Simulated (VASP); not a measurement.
Here is a VASP 6.6.1 calculation.

INCAR

```
SYSTEM = Zr12C
PREC = Accurate ; ENCUT = 520
EDIFF = 1E-7 ; ISMEAR = -1
SIGMA = 0.1 ; LREAL = .FALSE.
LASPH = .TRUE. ; NELM = 60
ALGO = Normal ; ISIF = 2
LWAVE = .FALSE. ; LCHARG = .FALSE.
GGA = PE ; IVDW = 12
NBANDS = 86
```

Contents of KPOINTS:

```
regular mesh
0
G
  3 2 3
  0 0 0
```

The input POSCAR:

```
Zr12C
1.0
    6.4600000000      0.0000000000      0.0000000000
   -4.8450000000      8.3917860000      0.0000000000
    0.0000000000      0.0000000000      5.1453900000
Zr C
12 1
Direct
    0.0151474036      0.0306609344     -0.0369845629
    0.2138192628      0.2412120614      0.4780006958
    0.0039372930      0.3476852246      0.0081043419
    0.1587463338      0.5614656999      0.5003702343
   -0.0156917856      0.6609558442      0.0402690564
    0.1402704448      0.8832088902      0.5306303312
    0.4855638482     -0.0192688422      0.0356629915
    0.6753395628      0.2192143603      0.4903807097
    0.4903636574      0.3152010788     -0.0515995872
    0.6565483385      0.5531480426      0.4993790558
    0.4955274802      0.6576073317      0.0021961406
    0.6632528814      0.8813856788      0.5060063474
    0.3661953253      0.4448755009      0.7233465296
```

Potentials or basis: VASP PAW PBE potentials, release 64 (Zr_sv, C).

The run is started by

```bash
$ cat potpaw_PBE.64/Zr_sv/POTCAR potpaw_PBE.64/C/POTCAR > POTCAR
$ mpirun -np 1 vasp_std > vasp.out
```

Question: Predict the dispersion energy per atom.

Answer: -0.514 eV.

Question: What does it give for the largest force?

Answer: 4.414 eV/Å.

Question: What does it give for the pressure?

Answer: 1.7 GPa.

Question: Predict the band gap on the k mesh.

Answer: Zero (band 74 reaches 9.15 eV, above the bottom of band 75 at 9.00 eV).

Stress tensor (GPa, compression positive):
```
 0.60  1.45  0.23
 1.45  2.34 -0.93
 0.23 -0.93  2.21
```

Caveat: the k points lie up to 0.41 Å⁻¹ apart.
